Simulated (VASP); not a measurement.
# Au (P6/mmm) in VASP: single point with LDA

Aim: the single point of Au with LDA.

All numbers are computed with VASP 6.6.1; they aren't measurements. Logs are shortened: lines on timing, memory, paths and dates and some standing lists are left out, and cuts for length are marked.

### 1 The cell of the first run

The structure is hexagonal, space group P6/mmm (No. 191). The conventional cell has a = 2.450 Å, b = 2.450 Å, c = 2.375 Å, α = 90.00°, β = 90.00°, γ = 120.00°. Au (site symmetry 6/mmm) has 8 Au at 2.38 to 2.45 Å within 3.1 Å.

This isn't the form of Au at room conditions, which is fcc.

### 2 Single point, LDA

Input file INCAR:

```
ALGO = Normal
EDIFF = 1E-6
ENCUT = 540
GGA = CA
GGA_COMPAT = False
ISIF = 2
ISMEAR = -1
LASPH = True
LCHARG = True
LELF = True
LREAL = False
LVHAR = True
LWAVE = False
NBANDS = 16
NELM = 120
PREC = Accurate
SIGMA = 0.05
```

Input file KPOINTS:

```
k-points
0
Gamma
  18 18 16
```

Input file POSCAR:

```
Au
1.0
    2.4503766618      0.0000000000      0.0000000000
   -1.2251883309      2.1220884380      0.0000000000
    0.0000000000      0.0000000000      2.3754523246
Au
1
Direct
    0.0000000000      0.0000000000      0.0000000000
```

Potentials or basis: VASP PAW LDA potentials, release 64 (Au_sv_GW).

Launch:

```sh
cat potpaw_LDA.64/Au_sv_GW/POTCAR > POTCAR
mpirun -np 1 vasp_std > vasp.out
```

OUTCAR:

```text
EDIFF = 1E-6
   ENCUT = 540
   GGA = CA
   ISIF = 2
   ISMEAR = -1
   LASPH = True
   LREAL = False
   NELM = 120
   PREC = Accurate

 ion  position               nearest neighbor table
   1  0.000  0.000  0.000-

  LATTYP: Found a hexagonal cell.
 ALAT       =     2.4503766618
 C/A-ratio  =     0.9694233387

  Lattice vectors:

 A1 = (   2.4503766618,   0.0000000000,   0.0000000000)
 A2 = (  -1.2251883309,   2.1220884380,   0.0000000000)
 A3 = (   0.0000000000,   0.0000000000,   2.3754523246)

Analysis of symmetry for initial positions (statically):
=====================================================================
 Subroutine PRICEL returns:
 Original cell was already a primitive cell.

 Routine SETGRP: Setting up the symmetry group for a
 hexagonal supercell.

 Subroutine GETGRP returns: Found 24 space group operations
 (whereof 24 operations were pure point group operations)
 out of a pool of 24 trial point group operations.

The static configuration has the point symmetry D_6h.

Analysis of symmetry for dynamics (positions and initial velocities):
=====================================================================
 Subroutine PRICEL returns:
 Original cell was already a primitive cell.

 Routine SETGRP: Setting up the symmetry group for a
 hexagonal supercell.

 Subroutine GETGRP returns: Found 24 space group operations
 (whereof 24 operations were pure point group operations)
 out of a pool of 24 trial point group operations.

The dynamic configuration has the point symmetry D_6h.

 Subroutine INISYM returns: Found 24 space group operations
 (whereof 24 operations are pure point group operations),
 and found     1 'primitive' translations

----------------------------------------------------------------------------------------

                                     Primitive cell

  volume of cell :      12.3522

  direct lattice vectors                    reciprocal lattice vectors
     2.450376662  0.000000000  0.000000000     0.408100524  0.235616947  0.000000000
    -1.225188331  2.122088438  0.000000000     0.000000000  0.471233895  0.000000000
     0.000000000  0.000000000  2.375452325     0.000000000  0.000000000  0.420972456

  length of vectors
     2.450376662  2.450376662  2.375452325     0.471233895  0.471233895  0.420972456

  position of ions in fractional coordinates (direct lattice)
     0.000000000  0.000000000  0.000000000

  ion indices of the primitive-cell ions
   primitive index   ion index
                 1           1

----------------------------------------------------------------------------------------

 KPOINTS: k-points

Automatic generation of k-mesh.
 Grid dimensions read from file:
 generate k-points for:   18   18   16

 Generating k-lattice:

  Cartesian coordinates                     Fractional coordinates (reciprocal lattice)
     0.022672251  0.013089830  0.000000000     0.055555556  0.000000000  0.000000000
     0.000000000  0.026179661  0.000000000     0.000000000  0.055555556  0.000000000
     0.000000000  0.000000000  0.026310779     0.000000000  0.000000000  0.062500000

  Length of vectors
     0.026179661  0.026179661  0.026310779

  Shift w.r.t. Gamma in fractional coordinates (k-lattice)
     0.000000000  0.000000000  0.000000000

 Subroutine IBZKPT returns following result:
 ===========================================

 Found    333 irreducible k-points:

 Following reciprocal coordinates:
            Coordinates               Weight
  0.000000  0.000000  0.000000      1.000000
  0.055556  0.000000  0.000000      6.000000
  0.111111  0.000000  0.000000      6.000000
  0.166667  0.000000  0.000000      6.000000
  0.222222  0.000000  0.000000      6.000000
  0.277778  0.000000  0.000000      6.000000
[... 16 lines left out ...]
  0.333333  0.111111  0.000000     12.000000
  0.388889  0.111111  0.000000     12.000000
 [... further k-points ...]
   k-points           NKPTS =    333   k-points in BZ     NKDIM =    333   number of bands    NBANDS=     16
   number of dos      NEDOS =    301   number of ions     NIONS =      1
   total plane-waves  NPLWV =   7200
   dimension x,y,z NGX =    20 NGY =   20 NGZ =   18
   dimension x,y,z NGXF=    40 NGYF=   40 NGZF=   36
   ions per type =               1
   NGX,Y,Z   is equivalent  to a cutoff of  13.57, 13.57, 12.60 a.u.
   NGXF,Y,Z  is equivalent  to a cutoff of  27.14, 27.14, 25.19 a.u.
 SYSTEM =  unknown system
   PREC   = accura    normal or accurate (medium, high low for compatibility)
   ISTART =      0    job   : 0-new  1-cont  2-samecut
   ICHARG =      2    charge: 1-file 2-atom 10-const
   ISPIN  =      1    spin polarized calculation?
   LNONCOLLINEAR =      F non collinear calculations
   LSORBIT =      F    spin-orbit coupling
   LASPH  =      T    aspherical Exc in radial PAW
   ENCUT  =  540.0 eV  39.69 Ry    6.30 a.u.   4.64  4.64  4.50*2*pi/ulx,y,z
   NELM   =    120;   NELMIN=  2; NELMDL= -5     # of ELM steps
   EDIFF  = 0.1E-05   stopping-criterion for ELM
   LREAL  =      F    real-space projection
   EDIFFG = 0.1E-04   stopping-criterion for IOM
   NSW    =      0    number of steps for IOM
   IBRION =     -1    ionic relax: 0-MD 1-quasi-New 2-CG
   NFREE  =      0    steps in history (QN), initial steepest desc. (CG)
   ISIF   =      2    stress and relaxation
   ISYM   =      2    0-nonsym 1-usesym 2-fastsym
   POTIM  = 0.5000    time-step for ionic-motion
   TEBEG  =    0.0;   TEEND  =   0.0 temperature during run
   PSTRESS=    0.0 pullay stress
   NELECT =      19.0000    total number of electrons
   NUPDOWN=      -1.0000    fix difference up-down
   EMIN   =  10.00;   EMAX   =-10.00  energy-range for DOS
   EFERMI =   0.00;   METHOD = LEGACY
   ISMEAR =    -1;   SIGMA  =   0.05  broadening in eV -4-tet -1-fermi 0-gaus
   EFERMI_NEDOS =   21; number of points for ismear=-14 and -15
   IALGO  =     38    algorithm
   IMIX   =      4    mixing-type and parameters
     AMIX     =   0.40;   BMIX     =  1.00
     AMIX_MAG =   1.60;   BMIX_MAG =  1.00
  volume/ion in A,a.u.               =      12.35        83.36
  Fermi-wavevector in a.u.,A,eV,Ry     =   1.889782  3.571171 48.590184  3.571278
  Thomas-Fermi vector in A             =   2.931297
   LORBIT       =      0    0 simple, 1 ext, 2 COOP (PROOUT), +10 PAW based schemes
   GGA     = CA    functional components
   LHFCALC =     F    Hartree Fock is set to
   AEXX    =    0.0000 exact exchange contribution
   IVDW    =     0    specifies the selected vdW correction
   LEPSILON=     F    determine dielectric tensor
   LRPA    =     F    only Hartree local field effects (RPA)
 non-spin polarized calculation
  energy-cutoff  :      540.00
  volume of cell :       12.35
 maximum number of plane-waves:       363
 NGX is ok and might be reduce to    20
   NGX =  9   NGY =  9   NGZ =  9

 number of electron      19.0000001 magnetization

 Free energy of the ion-electron system (eV)
  ---------------------------------------------------
  ext. energy  EPLUGINS =         0.00000000
  ---------------------------------------------------
  free energy    TOTEN  =        -1.66790284 eV

  energy without entropy =       -1.66623547  energy(sigma->0) =       -1.66706916

 E-fermi :  14.6997     XC(G=0): -15.7553

 val. band max:       14.6781275297   @ k =   0.4444   0.0556   0.5000
 cond. band min:      14.7031345209   @ k =   0.2222   0.2222   0.1250
 fundamental gap:      0.0250069912
 Fermi energy:        14.6997085839

 k-point     1 :       0.0000    0.0000    0.0000
  band No.  band energies     occupation
      1     -92.0752      2.00000
      2     -43.3412      2.00000
      3     -43.3412      2.00000
      4     -43.2912      2.00000
      5       0.9158      2.00000
      6       3.9305      2.00000
[... 8 lines left out ...]
     15      39.4791      0.00000
     16      45.6752      0.00000

 k-point     2 :       0.0556    0.0000    0.0000
  band No.  band energies     occupation
      1     -92.0725      2.00000
      2     -43.3749      2.00000
      3     -43.3494      2.00000
      4     -43.2880      2.00000
      5       1.0742      2.00000
      6       3.9881      2.00000
[... 8 lines left out ...]
     15      40.2411      0.00000
     16      45.8337      0.00000

 k-point     3 :       0.1111    0.0000    0.0000
  band No.  band energies     occupation
      1     -92.0645      2.00000
      2     -43.4704      2.00000
      3     -43.3719      2.00000
      4     -43.2778      2.00000
      5       1.5266      2.00000
      6       4.1562      2.00000
[... 8 lines left out ...]
     15      40.7736      0.00000
     16      46.4653      0.00000

 k-point     4 :       0.1667    0.0000    0.0000
  band No.  band energies     occupation
      1     -92.0522      2.00000
      2     -43.6146      2.00000
      3     -43.4064      2.00000
      4     -43.2619      2.00000
      5       2.1938      2.00000
      6       4.4078      2.00000
[... 8 lines left out ...]
     15      40.4844      0.00000
     16      45.6472      0.00000

 k-point     5 :       0.2222    0.0000    0.0000
  band No.  band energies     occupation
      1     -92.0372      2.00000
      2     -43.7894      2.00000
      3     -43.4483      2.00000
      4     -43.2426      2.00000
      5       2.9142      2.00000
      6       4.6316      2.00000
[... 8 lines left out ...]
     15      39.8255      0.00000
     16      44.7508      0.00000

 k-point     6 :       0.2778    0.0000    0.0000
  band No.  band energies     occupation
      1     -92.0211      2.00000
      2     -43.9724      2.00000
      3     -43.4926      2.00000
      4     -43.2219      2.00000
      5       3.4461      2.00000
      6       4.6975      2.00000
[... 8 lines left out ...]
     15      39.2238      0.00000
     16      44.3577      0.00000

 k-point     7 :       0.3333    0.0000    0.0000
  band No.  band energies     occupation
      1     -92.0060      2.00000
      2     -44.1416      2.00000
      3     -43.5339      2.00000
      4     -43.2024      2.00000
      5       3.5838      2.00000
      6       4.8137      2.00000
[... 8 lines left out ...]
     15      38.8711      0.00000
     16      44.1413      0.00000

 k-point     8 :       0.3889    0.0000    0.0000
  band No.  band energies     occupation
      1     -91.9937      2.00000
      2     -44.2779      2.00000
      3     -43.5675      2.00000
      4     -43.1866      2.00000
      5       3.4544      2.00000
      6       5.0435      2.00000
[... 8 lines left out ...]
     15      38.5916      0.00000
     16      42.9404      0.00000

 k-point     9 :       0.4444    0.0000    0.0000
  band No.  band energies     occupation
      1     -91.9856      2.00000
      2     -44.3660      2.00000
      3     -43.5892      2.00000
      4     -43.1762      2.00000
      5       3.3104      2.00000
      6       5.2305      2.00000
[... 8 lines left out ...]
     15      38.3741      0.00000
     16      42.1953      0.00000
[... 172 lines left out ...]
 k-point    19 :       0.1111    0.1111    0.0000
  band No.  band energies     occupation
      1     -92.0455      2.00000
      2     -43.6825      2.00000
      3     -43.4369      2.00000
      4     -43.2533      2.00000
      5       2.5863      2.00000
      6       4.5966      2.00000
[... 8 lines left out ...]
     15      39.6410      0.00000
     16      45.0751      0.00000

 k-point    20 :       0.1667    0.1111    0.0000
  band No.  band energies     occupation
      1     -92.0313      2.00000
      2     -43.8335      2.00000
      3     -43.4887      2.00000
      4     -43.2351      2.00000
      5       3.3108      2.00000
      6       4.9208      2.00000
[... 8 lines left out ...]
     15      38.2920      0.00000
     16      44.2591      0.00000

 k-point    21 :       0.2222    0.1111    0.0000
  band No.  band energies     occupation
      1     -92.0162      2.00000
      2     -43.9913      2.00000
      3     -43.5443      2.00000
      4     -43.2155      2.00000
      5       3.9105      2.00000
      6       4.9852      2.00000
[... 8 lines left out ...]
     15      38.3376      0.00000
     16      43.8112      0.00000

 k-point    22 :       0.2778    0.1111    0.0000
  band No.  band energies     occupation
      1     -92.0020      2.00000
      2     -44.1373      2.00000
      3     -43.5967      2.00000
      4     -43.1972      2.00000
      5       4.1540      2.00000
      6       4.9456      2.00000
[... 8 lines left out ...]
     15      39.7929      0.00000
     16      43.7921      0.00000

 k-point    23 :       0.3333    0.1111    0.0000
  band No.  band energies     occupation
      1     -91.9904      2.00000
      2     -44.2548      2.00000
      3     -43.6393      2.00000
      4     -43.1821      2.00000
      5       4.0353      2.00000
      6       5.1189      2.00000
[... 8 lines left out ...]
     15      40.8362      0.00000
     16      42.0761      0.00000

 k-point    24 :       0.3889    0.1111    0.0000
  band No.  band energies     occupation
      1     -91.9828      2.00000
      2     -44.3312      2.00000
      3     -43.6671      2.00000
      4     -43.1723      2.00000
      5       3.8808      2.00000
      6       5.2904      2.00000
[... 8 lines left out ...]
     15      40.4090      0.00000
     16      41.8537      0.00000

 [... further k-points ...]

------------------------ aborting loop because EDIFF is reached ----------------------------------------

  FORCE on cell =-STRESS in cart. coord.  units (eV):
  Direction    XX          YY          ZZ          XY          YZ          ZX
  --------------------------------------------------------------------------------------
  -------------------------------------------------------------------------------------
  Total       13.3067157     13.3067157     13.2688765      0.0000000      0.0000000      0.0000000
  in kB     1725.9921428   1725.9921428   1721.0840864      0.0000000      0.0000000      0.0000000
  external PRESSURE =    1724.3561240 kB  Pullay stress =       0.0000000 kB

 VOLUME and BASIS-vectors are now :
 -----------------------------------------------------------------------------
  energy-cutoff  :      540.00
  volume of cell :       12.35
      direct lattice vectors                 reciprocal lattice vectors
     2.450376662  0.000000000  0.000000000     0.408100524  0.235616947  0.000000000
    -1.225188331  2.122088438  0.000000000     0.000000000  0.471233895  0.000000000
     0.000000000  0.000000000  2.375452325     0.000000000  0.000000000  0.420972456

 POSITION                                       TOTAL-FORCE (eV/Angst)
 -----------------------------------------------------------------------------------
      0.00000      0.00000      0.00000         0.000000      0.000000      0.000000
 -----------------------------------------------------------------------------------
    total drift:                               -0.000000      0.000000      0.000000

  FREE ENERGIE OF THE ION-ELECTRON SYSTEM (eV)
  ---------------------------------------------------
  free  energy   TOTEN  =        -1.6679028403 eV

  energy  without entropy=       -1.6662354709  energy(sigma->0) =       -1.66706916
```

Wall time 66 s (1 thread of Intel Xeon Platinum 8375C at 2.90GHz (Ice Lake), shared host); peak memory 0.18 GiB.

What came out:

* Free energy: -1.6679 eV
* Pressure: 172.4 GPa
* Band gap on the k mesh: zero (an odd number of electrons rules out a gap without spin polarisation)

Stress tensor (GPa, compression positive):
```
172.60   0.00   0.00
  0.00 172.60   0.00
  0.00   0.00 172.11
```

Levels at points of the mesh, in eV from the Fermi level:
| k point | band 7 | band 8 | band 9 | band 10 | band 11 | band 12 | band 13 | band 14 |
| --- | --- | --- | --- | --- | --- | --- | --- | --- |
| (0.00, 0.00, 0.00) | -7.16 | -7.16 | -1.85 | -1.85 | 13.95 | 14.57 | 22.28 | 22.28 |
| (0.50, 0.00, 0.00) | -5.43 | -2.63 | -2.50 | -1.23 | 5.70 | 13.36 | 17.19 | 22.17 |
| (0.00, 0.00, 0.50) | -6.54 | -4.75 | -4.75 | -3.97 | 4.03 | 17.07 | 21.37 | 21.37 |
| (0.50, 0.00, 0.50) | -6.04 | -0.96 | 0.10 | 4.11 | 4.12 | 13.87 | 16.47 | 16.61 |

Caveat: the cell stands under pressure; spin-orbit coupling is left out, which moves the levels of the heavy elements.

The gap in the log of VASP goes by the Fermi energy; the results here count the filled bands.